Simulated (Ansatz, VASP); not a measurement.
**C: VASP beside Ansatz**

The input INCAR:

```
PREC     = Accurate       # precision mode
ENCUT    = 520            # plane-wave cutoff, eV
EDIFF    = 1E-6           # SCF threshold, eV
ISMEAR   = 0              # smearing method
SIGMA    = 0.05           # smearing width, eV
LREAL    = F              # projectors in reciprocal space
LASPH    = T              # aspherical terms in the spheres
NELM     = 80             # most SCF steps
ALGO     = Normal         # electronic algorithm
ISIF     = 2              # what is computed and relaxed
LWAVE    = F              # write WAVECAR
LCHARG   = F              # write CHGCAR
GGA      = PE             # functional
NBANDS   = 26             # bands
```

File KPOINTS:

```
Automatic mesh
0
Gamma
  12 12 4
```

The input POSCAR:

```
C
1.0
    2.5220988435      0.0000000000      0.0000000000
   -1.2610494217      2.1842016693      0.0000000000
    0.0000000000      0.0000000000      8.2371000000
C
8
Direct
    0.0000000000      0.0000000000      0.0937500000
    0.0000000000      0.0000000000      0.5937500000
    0.0000000000      0.0000000000      0.4062500000
    0.0000000000      0.0000000000      0.9062500000
    0.2973553477      0.5947106953      0.1495041277
    0.6666666667      0.3333333333      0.6562500000
    0.3333333333      0.6666666667      0.3437500000
    0.6666666667      0.3333333333      0.8437500000
```

Input for Ansatz:

```yaml
crystal:
  lattice:
    - [2.5220988435, 0.0, 0.0]
    - [-1.2610494217, 2.1842016693, 0.0]
    - [0.0, 0.0, 8.2371]
  atoms:
    - { symbol: C, position: [0.0, 0.0, 0.09375] }
    - { symbol: C, position: [0.0, 0.0, 0.59375] }
    - { symbol: C, position: [0.0, 0.0, 0.40625] }
    - { symbol: C, position: [0.0, 0.0, 0.90625] }
    - { symbol: C, position: [0.2973553477, 0.5947106953, 0.1495041277] }
    - { symbol: C, position: [0.6666666667, 0.3333333333, 0.65625] }
    - { symbol: C, position: [0.3333333333, 0.6666666667, 0.34375] }
    - { symbol: C, position: [0.6666666667, 0.3333333333, 0.84375] }
basis:
  ecutwfc: 420
kpoints:
  mp_grid: { grid: [12, 12, 4] }
hamiltonian:
  xc: pbe
scf:
  occupations: { method: gaussian, width: 0.05 }
output:
  forces: true
  stress: true
  eigenvalues: true
```

Alike in both runs: task single point; functional PBE; k mesh 12 × 12 × 4; occupations gaussian, width 0.05 eV; no spin polarisation.

|  | VASP | Ansatz |
| --- | --- | --- |
| version | VASP 6.6.1 | Ansatz 0.2.0 |
| potentials or method | VASP PAW PBE potentials, release 64 (C), cutoff 520 eV | scalar-relativistic, plane waves, PAW |
| valence electrons in the cell | 32 | 32 |

Ansatz gave:

```
gap on the k mesh at the Fermi level (eV)                     : 3.36
least direct gap on the mesh (eV)                             : 3.68
pressure (GPa)                                                : 5.4
traceless stress, the component that is largest in VASP (GPa) : -7.30
rms of the force components (eV/Å)                            : 2.211
```

Which values does VASP return?

gap on the k mesh at the Fermi level (eV): 3.35; least direct gap on the mesh (eV): 3.67; pressure (GPa): 6.1; traceless stress, the component that is largest in VASP (GPa): -7.39; rms of the force components (eV/Å): 2.220.

Atom by atom the forces differ by 0.010 eV/Å (rms over components). The functional is the same, so the differences come from potentials, cutoffs and numerics.
